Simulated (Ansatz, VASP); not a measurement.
This is a calculation of C for VASP 6.6.1.

Contents of INCAR:

```
SYSTEM = C
ALGO     = Normal         ! electronic algorithm
EDIFF    = 1E-6           ! SCF threshold, eV
EDIFFG   = -0.01          ! ionic threshold
ENCUT    = 600            ! plane-wave cutoff, eV
GGA      = RE             ! functional
IBRION   = 2              ! ionic algorithm
ISIF     = 3              ! what is computed and relaxed
ISMEAR   = -1             ! smearing method
LASPH    = .TRUE.         ! aspherical terms in the spheres
LCHARG   = .FALSE.        ! write CHGCAR
LREAL    = .FALSE.        ! projectors in reciprocal space
LWAVE    = .FALSE.        ! write WAVECAR
NELM     = 60             ! most SCF steps
NSW      = 60             ! ionic steps
PREC     = Accurate       ! precision mode
SIGMA    = 0.05           ! smearing width, eV
```

KPOINTS

```
k-points
0
G
  12 12 3
  0 0 0
```

POSCAR

```
C
1.0
    2.5221000000      0.0000000000      0.0000000000
   -1.2610500000      2.1842026709      0.0000000000
    0.0000000000      0.0000000000     12.3557000000
C
12
Direct
    0.6666666667      0.3333333333      0.3541700000
    0.3333333333      0.6666666667      0.8541700000
    0.6666666667      0.3333333333      0.1458300000
    0.3333333333      0.6666666667      0.6458300000
    0.6666666667      0.3333333333      0.4791700000
    0.3333333333      0.6666666667      0.9791700000
    0.6666666667      0.3333333333      0.0208300000
    0.3333333333      0.6666666667      0.5208300000
    0.0000000000      0.0000000000      0.8125000000
    0.0000000000      0.0000000000      0.3125000000
    0.0000000000      0.0000000000      0.6875000000
    0.0000000000      0.0000000000      0.1875000000
```

Potentials or basis: VASP PAW PBE potentials, release 64 (C).

Launch:

```console
$ cat potpaw_PBE.64/C/POTCAR > POTCAR
$ mpirun -np 1 vasp_std > vasp.out
```

**Question.** Translate it to Ansatz 0.2.0. Potentials there: Ansatz PAW.

**Answer.** As run (the cutoff follows the program's own potentials):

The input input.yaml:

```yaml
crystal:
  lattice:
    - [2.5221, 0.0, 0.0]
    - [-1.26105, 2.1842026709, 0.0]
    - [0.0, 0.0, 12.3557]
  atoms:
    - { symbol: C, position: [0.6666666667, 0.3333333333, 0.35417] }
    - { symbol: C, position: [0.3333333333, 0.6666666667, 0.85417] }
    - { symbol: C, position: [0.6666666667, 0.3333333333, 0.14583] }
    - { symbol: C, position: [0.3333333333, 0.6666666667, 0.64583] }
    - { symbol: C, position: [0.6666666667, 0.3333333333, 0.47917] }
    - { symbol: C, position: [0.3333333333, 0.6666666667, 0.97917] }
    - { symbol: C, position: [0.6666666667, 0.3333333333, 0.02083] }
    - { symbol: C, position: [0.3333333333, 0.6666666667, 0.52083] }
    - { symbol: C, position: [0.0, 0.0, 0.8125] }
    - { symbol: C, position: [0.0, 0.0, 0.3125] }
    - { symbol: C, position: [0.0, 0.0, 0.6875] }
    - { symbol: C, position: [0.0, 0.0, 0.1875] }
hamiltonian:
  xc: revpbe
  pseudopotentials: { kind: paw }
kpoints:
  mp_grid: { grid: [12, 12, 3] }
scf:
  occupations: { method: fermi_dirac, width: 0.05 }
output:
  forces: true
  stress: true
relax:
  f_tol: 0.01
  max_steps: 40
  cell: { stress_tol: 0.05 }
```

Potentials or basis: Ansatz PAW.

Launch:

```sh
$ ansatz run input.yaml --threads 4 --pin off --max-ram 11264MiB --backend cpu --events-out ev --progress --plain --runs-dir out
```

Both were run:

|  | VASP | Ansatz | Ansatz less VASP |
| --- | --- | --- | --- |
| relaxed volume (Å³/atom) | 5.76 | 5.76 | +0.002 |
| relaxed cell length with the largest relative difference (Å) | 2.529 | 2.530 | +0.0003 |

VASP's potentials were made for PBE, not for revPBE.

Noted on Ansatz's run: odd divisions of the mesh miss points on the zone boundary, where band edges often lie, so the gap on the mesh can be too wide; the plane-wave basis is chosen anew once the cell has moved, so the energies of steps on either side of that aren't comparable.
